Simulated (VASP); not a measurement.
# TaPbO4 (F-43m) in VASP: notebook

The runs below take TaPbO4 through relaxation of cell and atoms, single point, with PBE.

Program: VASP 6.6.1. These are calculated values, not measurements. Logs are shortened: lines on timing, memory, paths and dates and some standing lists are left out, and cuts for length are marked.

## 1. The cell of the first run

The structure is cubic, space group F-43m (No. 216). Conventional cell: a = 7.077 Å, b = 7.077 Å, c = 7.077 Å, α = 90.00°, β = 90.00°, γ = 90.00°. Ta (site symmetry -43m) has 12 O at 2.93 Å and 4 Pb at 3.06 Å within 3.9 Å. Pb (site symmetry -43m) has 12 O at 2.93 Å and 4 Ta at 3.06 Å within 3.9 Å. Within 3.3 Å of O (site symmetry 3m) lie 6 O at 2.50 Å and 3 Ta at 2.93 Å and 3 Pb at 2.93 Å.

## 2. Relaxation of cell and atoms, PBE, collinear spin, ferromagnetic start

INCAR reads:

```
SYSTEM = TaPbO4
PREC = Accurate
ENCUT = 600
EDIFF = 1E-7
ISMEAR = 0
SIGMA = 0.1
LREAL = .FALSE.
LASPH = .TRUE.
NELM = 200
ALGO = Normal
ISIF = 3
LWAVE = .FALSE.
LCHARG = .FALSE.
ISPIN = 2
MAGMOM = 1 0 0 0 0 0
LORBIT = 11
LMAXMIX = 4
GGA = PE
IBRION = 2
NSW = 90
EDIFFG = -0.04
GGA_COMPAT = .FALSE.
NELMIN = 4
```

KPOINTS reads:

```
regular mesh
0
G
  4 4 4
  0 0 0
```

POSCAR reads:

```
TaPbO4
1.0
    0.0000000000      3.5387036600      3.5387036600
    3.5387036600      0.0000000000      3.5387036600
    3.5387036600      3.5387036600      0.0000000000
Ta Pb O
1 1 4
Direct
    0.7500000000      0.7500000000      0.7500000000
    0.0000000000      0.0000000000      0.0000000000
    0.8746970000      0.3751010000      0.3751010000
    0.3751010000      0.3751010000      0.3751010000
    0.3751010000      0.8746970000      0.3751010000
    0.3751010000      0.3751010000      0.8746970000
```

Potentials or basis: VASP PAW PBE potentials, release 64 (Ta_pv, Pb_d, O).

Launch:

```sh
$ cat potpaw_PBE.64/Ta_pv/POTCAR potpaw_PBE.64/Pb_d/POTCAR potpaw_PBE.64/O/POTCAR > POTCAR
$ mpirun -np 1 vasp_std > vasp.out
```

OUTCAR:

```text
SYSTEM = TaPbO4
   PREC = Accurate
   ENCUT = 600
   EDIFF = 1E-7
   ISMEAR = 0
   LREAL = .FALSE.
   LASPH = .TRUE.
   NELM = 200
   ISIF = 3
   ISPIN = 2
   LORBIT = 11
   GGA = PE
   IBRION = 2
   NSW = 90
   EDIFFG = -0.04
   NELMIN = 4

 ion  position               nearest neighbor table
   1  0.750  0.750  0.750-   2 3.06   2 3.06   2 3.06   2 3.06
   2  0.000  0.000  0.000-   3 2.93   5 2.93   3 2.93   6 2.93   5 2.93   6 2.93   6 2.93   4 2.93
                             3 2.93   4 2.93   4 2.93   5 2.93   1 3.06   1 3.06   1 3.06   1 3.06
   3  0.875  0.375  0.375-   2 2.93   2 2.93   2 2.93
   4  0.375  0.375  0.375-   2 2.93   2 2.93   2 2.93
   5  0.375  0.875  0.375-   2 2.93   2 2.93   2 2.93
   6  0.375  0.375  0.875-   2 2.93   2 2.93   2 2.93

  LATTYP: Found a face centered cubic cell.
 ALAT       =     7.0774073200

  Lattice vectors:

 A1 = (   0.0000000000,   3.5387036600,   3.5387036600)
 A2 = (   3.5387036600,   0.0000000000,   3.5387036600)
 A3 = (   3.5387036600,   3.5387036600,   0.0000000000)

Analysis of symmetry for initial positions (statically):
=====================================================================
 Subroutine PRICEL returns:
 Original cell was already a primitive cell.

 Routine SETGRP: Setting up the symmetry group for a
 face centered cubic supercell.

 Subroutine GETGRP returns: Found 24 space group operations
 (whereof 24 operations were pure point group operations)
 out of a pool of 48 trial point group operations.

The static configuration has the point symmetry T_d .

Analysis of symmetry for dynamics (positions and initial velocities):
=====================================================================
 Subroutine PRICEL returns:
 Original cell was already a primitive cell.

 Routine SETGRP: Setting up the symmetry group for a
 face centered cubic supercell.

 Subroutine GETGRP returns: Found 24 space group operations
 (whereof 24 operations were pure point group operations)
 out of a pool of 48 trial point group operations.

The dynamic configuration has the point symmetry T_d .

Analysis of structural, dynamic, and magnetic symmetry:
=====================================================================
 Subroutine PRICEL returns:
 Original cell was already a primitive cell.

 Routine SETGRP: Setting up the symmetry group for a
 face centered cubic supercell.

 Subroutine GETGRP returns: Found 24 space group operations
 (whereof 24 operations were pure point group operations)
 out of a pool of 48 trial point group operations.

The overall configuration has the point symmetry T_d .

 Subroutine INISYM returns: Found 24 space group operations
 (whereof 24 operations are pure point group operations),
 and found     1 'primitive' translations

----------------------------------------------------------------------------------------

                                     Primitive cell

  volume of cell :      88.6263

  direct lattice vectors                    reciprocal lattice vectors
     0.000000000  3.538703660  3.538703660    -0.141294680  0.141294680  0.141294680
     3.538703660  0.000000000  3.538703660     0.141294680 -0.141294680  0.141294680
     3.538703660  3.538703660  0.000000000     0.141294680  0.141294680 -0.141294680

  length of vectors
     5.004482709  5.004482709  5.004482709     0.244729564  0.244729564  0.244729564

  position of ions in fractional coordinates (direct lattice)
     0.750000000  0.750000000  0.750000000
     0.000000000  0.000000000  0.000000000
     0.874697000  0.375101000  0.375101000
     0.375101000  0.375101000  0.375101000
     0.375101000  0.874697000  0.375101000
     0.375101000  0.375101000  0.874697000

  ion indices of the primitive-cell ions
   primitive index   ion index
                 1           1
                 2           2
                 3           3
                 4           4
                 5           5
                 6           6

----------------------------------------------------------------------------------------

 KPOINTS: regular mesh

Automatic generation of k-mesh.
 Grid dimensions read from file:
 generate k-points for:    4    4    4

 Generating k-lattice:

  Cartesian coordinates                     Fractional coordinates (reciprocal lattice)
    -0.035323670  0.035323670  0.035323670     0.250000000  0.000000000  0.000000000
     0.035323670 -0.035323670  0.035323670     0.000000000  0.250000000  0.000000000
     0.035323670  0.035323670 -0.035323670     0.000000000  0.000000000  0.250000000

  Length of vectors
     0.061182391  0.061182391  0.061182391

  Shift w.r.t. Gamma in fractional coordinates (k-lattice)
     0.000000000  0.000000000  0.000000000

 Subroutine IBZKPT returns following result:
 ===========================================

 Found      8 irreducible k-points:

 Following reciprocal coordinates:
            Coordinates               Weight
  0.000000  0.000000  0.000000      1.000000
  0.250000  0.000000  0.000000      8.000000
  0.500000  0.000000  0.000000      4.000000
  0.250000  0.250000  0.000000      6.000000
  0.500000  0.250000  0.000000     24.000000
 -0.250000  0.250000  0.000000     12.000000
  0.500000  0.500000  0.000000      3.000000
 -0.250000  0.500000  0.250000      6.000000
   k-points           NKPTS =      8   k-points in BZ     NKDIM =      8   number of bands    NBANDS=     30
   number of dos      NEDOS =    301   number of ions     NIONS =      6
   total plane-waves  NPLWV =  64000
   dimension x,y,z NGX =    40 NGY =   40 NGZ =   40
   dimension x,y,z NGXF=    80 NGYF=   80 NGZF=   80
   ions per type =               1   1   4
   NGX,Y,Z   is equivalent  to a cutoff of  13.29, 13.29, 13.29 a.u.
   NGXF,Y,Z  is equivalent  to a cutoff of  26.58, 26.58, 26.58 a.u.
 SYSTEM =  TaPbO4
   PREC   = accura    normal or accurate (medium, high low for compatibility)
   ISTART =      0    job   : 0-new  1-cont  2-samecut
   ICHARG =      2    charge: 1-file 2-atom 10-const
   ISPIN  =      2    spin polarized calculation?
   LNONCOLLINEAR =      F non collinear calculations
   LSORBIT =      F    spin-orbit coupling
   LASPH  =      T    aspherical Exc in radial PAW
   ENCUT  =  600.0 eV  44.10 Ry    6.64 a.u.  10.00 10.00 10.00*2*pi/ulx,y,z
   NELM   =    200;   NELMIN=  4; NELMDL= -5     # of ELM steps
   EDIFF  = 0.1E-06   stopping-criterion for ELM
   LREAL  =      F    real-space projection
   EDIFFG = -.4E-01   stopping-criterion for IOM
   NSW    =     90    number of steps for IOM
   IBRION =      2    ionic relax: 0-MD 1-quasi-New 2-CG
   NFREE  =      1    steps in history (QN), initial steepest desc. (CG)
   ISIF   =      3    stress and relaxation
   ISYM   =      2    0-nonsym 1-usesym 2-fastsym
   POTIM  = 0.5000    time-step for ionic-motion
   TEBEG  =    0.0;   TEEND  =   0.0 temperature during run
   PSTRESS=    0.0 pullay stress
   NELECT =      49.0000    total number of electrons
   NUPDOWN=      -1.0000    fix difference up-down
   EMIN   =  10.00;   EMAX   =-10.00  energy-range for DOS
   EFERMI =   0.00;   METHOD = LEGACY
   ISMEAR =     0;   SIGMA  =   0.10  broadening in eV -4-tet -1-fermi 0-gaus
   EFERMI_NEDOS =   21; number of points for ismear=-14 and -15
   IALGO  =     38    algorithm
   IMIX   =      4    mixing-type and parameters
     AMIX     =   0.40;   BMIX     =  1.00
     AMIX_MAG =   1.60;   BMIX_MAG =  1.00
  volume/ion in A,a.u.               =      14.77        99.68
  Fermi-wavevector in a.u.,A,eV,Ry     =   1.343650  2.539129 24.563877  1.805394
  Thomas-Fermi vector in A             =   2.471706
   LORBIT       =     11    0 simple, 1 ext, 2 COOP (PROOUT), +10 PAW based schemes
   GGA     = PE    functional components
   LHFCALC =     F    Hartree Fock is set to
   AEXX    =    0.0000 exact exchange contribution
   IVDW    =     0    specifies the selected vdW correction
   LEPSILON=     F    determine dielectric tensor
   LRPA    =     F    only Hartree local field effects (RPA)
 conjugate gradient relaxation of ions
 spin polarized calculation
 Gauss-broadening in eV      SIGMA  =   0.10
  energy-cutoff  :      600.00
  volume of cell :       88.63
 maximum number of plane-waves:      2996
   NGX = 19   NGY = 19   NGZ = 19

--------------------------------------- Ionic step        1  -------------------------------------------

 number of electron      49.0000014 magnetization       0.0007623

 number of electron      49.0000014 magnetization      -0.0002515

 Free energy of the ion-electron system (eV)
  ---------------------------------------------------
  ext. energy  EPLUGINS =         0.00000000
  ---------------------------------------------------
  free energy    TOTEN  =       -28.90423478 eV

  energy without entropy =      -28.83756819  energy(sigma->0) =      -28.87090148

------------------------ aborting loop because EDIFF is reached ----------------------------------------

  FORCE on cell =-STRESS in cart. coord.  units (eV):
  Direction    XX          YY          ZZ          XY          YZ          ZX
  --------------------------------------------------------------------------------------
  -------------------------------------------------------------------------------------
  Total      -11.1989186    -11.1989186    -11.1989186     -0.0000000      0.0000000     -0.0000000
  in kB     -202.4529410   -202.4529410   -202.4529410     -0.0000000      0.0000000     -0.0000000
  external PRESSURE =    -202.4529410 kB  Pullay stress =       0.0000000 kB
[... 235 lines left out ...]
  energy  without entropy=      -30.3509772195  energy(sigma->0) =      -30.37348268

--------------------------------------- Ionic step        7  -------------------------------------------

 number of electron      49.0000003 magnetization       0.0000216

 Free energy of the ion-electron system (eV)
  ---------------------------------------------------
  ext. energy  EPLUGINS =         0.00000000
  ---------------------------------------------------
  free energy    TOTEN  =       -30.39623274 eV

  energy without entropy =      -30.35157264  energy(sigma->0) =      -30.37390269

 E-fermi :   6.7035     XC(G=0): -12.2032

 val. band max:        6.6878765835   @ k =   0.5000   0.5000   0.0000
 cond. band min:       6.7519808711   @ k =  -0.2500   0.2500   0.0000
 fundamental gap:      0.0641042876
 Fermi energy:         6.7034594086

 spin component 1

 k-point     1 :       0.0000    0.0000    0.0000
  band No.  band energies     occupation
      1     -29.5707      1.00000
      2     -29.5707      1.00000
      3     -29.5707      1.00000
      4     -13.2288      1.00000
      5     -10.6305      1.00000
      6     -10.6305      1.00000
[... 253 lines left out ...]
     29       8.4012      0.00000
     30       9.1251      0.00000
 Fermi energy:         6.7034594086

 spin component 2

 k-point     1 :       0.0000    0.0000    0.0000
  band No.  band energies     occupation
      1     -29.5707      1.00000
      2     -29.5707      1.00000
      3     -29.5707      1.00000
      4     -13.2288      1.00000
      5     -10.6305      1.00000
      6     -10.6305      1.00000
[... 286 lines left out ...]
  FREE ENERGIE OF THE ION-ELECTRON SYSTEM (eV)
  ---------------------------------------------------
  free  energy   TOTEN  =       -30.3962327429 eV

  energy  without entropy=      -30.3515726426  energy(sigma->0) =      -30.37390269

 reached required accuracy - stopping structural energy minimisation

 total charge

# of ion       s       p       d       tot
------------------------------------------
    1        0.237   6.058   2.114   8.409
    2        1.379   0.752   9.881  12.012
    3        1.625   3.136   0.000   4.761
    4        1.625   3.136   0.000   4.761
    5        1.625   3.136   0.000   4.761
    6        1.625   3.136   0.000   4.761
--------------------------------------------------
tot          8.115  19.357  11.995  39.466

 magnetization (x)

# of ion       s       p       d       tot
------------------------------------------
    1        0.000   0.000   0.000   0.000
    2       -0.000   0.000   0.000   0.000
    3       -0.000  -0.000   0.000  -0.000
    4       -0.000  -0.000   0.000  -0.000
    5       -0.000  -0.000   0.000  -0.000
    6       -0.000  -0.000   0.000  -0.000
--------------------------------------------------
tot         -0.000  -0.000   0.000  -0.000
```

Wall time 3.5 min (1 thread of Intel Xeon 6975P-C (Granite Rapids), shared host); peak memory 0.32 GiB.

Results:

```yaml
Free_energy: -30.3962 eV
Relaxed_volume: 11.65 Å³/atom
Relaxed_cell: a = 4.623 Å, b = 4.623 Å, c = 4.623 Å, α = 60.00°, β = 60.00°, γ = 60.00°
Space_group_after_relaxing_to_0.05_Å: F-43m (No. 216)
Energy_gained_by_relaxing: 248.7 meV/atom
Ionic_steps: 7
Pressure_after_relaxing: 0.4 GPa
Net_moment: 0.00 μB per cell
Valence_electrons_inside_the_program's_atomic_spheres: Ta 8.41; Pb 12.01; O 4.76
```

Forces in eV/Å, atoms in the order of the input:
```
Ta   0.000  0.000  0.000
Pb   0.000  0.000  0.000
O   -0.001  0.001  0.001
O   -0.001 -0.001 -0.001
O    0.001 -0.001  0.001
O    0.001  0.001 -0.001
```

The path:
```csv
step,energy change (eV),largest force (eV/Å),pressure (GPa),volume (Å³)
1,0.0000,0.2556,-20.25,88.63
2,-1.4107,0.1701,7.99,66.78
3,-1.4867,0.2034,0.14,69.96
4,-1.4861,0.2063,-0.59,70.31
5,-1.4912,0.0668,-0.57,70.31
6,-1.4918,0.0000,-0.55,70.31
7,-1.4920,0.0026,0.37,69.88
```

Final structure:
```yaml
crystal:
  lattice:
    - [0.00000, 3.26914, 3.26914]
    - [3.26914, 0.00000, 3.26914]
    - [3.26914, 3.26914, 0.00000]
  atoms:
    - { symbol: Ta, position: [0.75000, 0.75000, 0.75000] }
    - { symbol: Pb, position: [0.00000, 0.00000, 0.00000] }
    - { symbol: O, position: [0.86864, 0.37712, 0.37712] }
    - { symbol: O, position: [0.37712, 0.37712, 0.37712] }
    - { symbol: O, position: [0.37712, 0.86864, 0.37712] }
    - { symbol: O, position: [0.37712, 0.37712, 0.86864] }
```

Levels at points of the mesh, in eV from the Fermi level:
Spin up:
| k point | band 22 | band 23 | band 24 | band 25 | band 26 | band 27 |
| --- | --- | --- | --- | --- | --- | --- |
| (0.00, 0.00, 0.00) | -0.68 | -0.32 | -0.32 | -0.32 | 0.71 | 0.71 |
| (0.50, 0.00, 0.00) | -2.02 | -0.64 | 0.17 | 0.17 | 0.61 | 0.61 |
| (0.50, 0.50, 0.00) | -2.55 | -1.54 | -0.25 | -0.25 | -0.02 | 0.30 |
Spin down:
```csv
k point,band 22,band 23,band 24,band 25,band 26,band 27
"(0.00, 0.00, 0.00)",-0.68,-0.32,-0.32,-0.32,0.71,0.71
"(0.50, 0.00, 0.00)",-2.02,-0.64,0.17,0.17,0.61,0.61
"(0.50, 0.50, 0.00)",-2.55,-1.54,-0.25,-0.25,-0.02,0.30
```

Caveat: the k points lie up to 0.42 Å⁻¹ apart in the final cell; the volume moved by over 15 % at a fixed basis, so the end points are rough; spin-orbit coupling is left out, which moves the levels of the heavy elements.

## 3. Single point, PBE, collinear spin, ferrimagnetic start

This run uses another cell than the first one, of 11.85 Å³/atom, 0.802 times its volume.

INCAR reads:

```
PREC     = Accurate       # precision mode
ENCUT    = 600            # plane-wave cutoff, eV
EDIFF    = 1E-6           # SCF threshold, eV
ISMEAR   = 0              # smearing method
SIGMA    = 0.1            # smearing width, eV
LREAL    = False          # projectors in reciprocal space
LASPH    = True           # aspherical terms in the spheres
NELM     = 200            # most SCF steps
ALGO     = Normal         # electronic algorithm
ISIF     = 2              # what is computed and relaxed
LWAVE    = False          # write WAVECAR
LCHARG   = False          # write CHGCAR
ISPIN    = 2              # spin polarisation
MAGMOM   = -0.2 0 0.68 0.68 0.68 0.68 # initial moments
LORBIT   = 11             # projections on sites
LMAXMIX  = 4              # l up to which the mixer works
GGA      = PE             # functional
NBANDS   = 38             # bands
GGA_COMPAT= False
```

KPOINTS reads:

```
Automatic mesh
0
Gamma
  10 10 10
```

POSCAR reads:

```
TaPbO4
1.0
    0.0000000000      3.2876947466      3.2876947466
    3.2876947466      0.0000000000      3.2876947466
    3.2876947466      3.2876947466      0.0000000000
Ta Pb O
1 1 4
Direct
    0.2500000000      0.2500000000      0.2500000000
    0.0000000000      0.0000000000      0.0000000000
    0.6236740599      0.6236740599      0.1289778204
    0.6236740599      0.1289778204      0.6236740599
    0.1289778204      0.6236740599      0.6236740599
    0.6236740599      0.6236740599      0.6236740599
```

Potentials or basis: VASP PAW PBE potentials, release 64 (Ta_pv, Pb_d, O).

Launch:

```sh
$ cat potpaw_PBE.64/Ta_pv/POTCAR potpaw_PBE.64/Pb_d/POTCAR potpaw_PBE.64/O/POTCAR > POTCAR
$ mpirun -np 1 vasp_std > vasp.out
```

It took 3.5 min on 1 thread of Intel Xeon 6975P-C (Granite Rapids), shared host; peak memory 0.45 GiB.

The run converged. Its results:

- Free energy: -30.7605 eV
- Pressure: -0.1 GPa
- Largest force: 0.004 eV/Å
- Net moment: 2.50 μB per cell
- Site moments: Ta -0.01; Pb +0.00; O +0.56 μB
- Valence electrons inside the program's atomic spheres: Ta 8.38; Pb 11.99; O 4.76

Forces on the atoms (eV/Å):
```
Ta   0.000  0.000  0.000
Pb   0.000  0.000  0.000
O    0.002  0.002 -0.002
O    0.002 -0.002  0.002
O   -0.002  0.002  0.002
O   -0.002 -0.002 -0.002
```

Levels at points of the mesh, in eV from the Fermi level:
Spin up:
| k point | band 23 | band 24 | band 25 | band 26 | band 27 | band 28 | band 29 | band 30 |
| --- | --- | --- | --- | --- | --- | --- | --- | --- |
| (0.00, 0.00, 0.00) | -0.56 | -0.56 | -0.56 | 0.33 | 0.33 | 0.33 | 2.20 | 2.20 |
| (0.50, 0.00, 0.00) | -0.72 | -0.36 | -0.36 | 0.56 | 0.56 | 0.89 | 1.61 | 1.61 |
| (0.50, 0.50, 0.00) | -1.60 | -0.52 | -0.52 | 0.06 | 0.06 | 0.06 | 1.66 | 2.08 |
Spin down:
| k point | band 19 | band 20 | band 21 | band 22 | band 23 | band 24 | band 25 | band 26 | band 27 | band 28 |
| --- | --- | --- | --- | --- | --- | --- | --- | --- | --- | --- |
| (0.00, 0.00, 0.00) | -4.32 | -0.09 | -0.09 | -0.09 | 0.04 | 0.04 | 0.04 | 1.89 | 1.89 | 1.89 |
| (0.50, 0.00, 0.00) | -2.49 | -2.29 | -2.29 | -0.82 | -0.05 | 0.71 | 0.71 | 1.17 | 1.38 | 1.38 |
| (0.50, 0.50, 0.00) | -2.11 | -2.11 | -2.04 | -1.94 | -0.93 | 0.07 | 0.07 | 0.12 | 1.45 | 1.45 |

Caveat: spin-orbit coupling is left out, which moves the levels of the heavy elements.

(Part 1 of 2 ends here.)
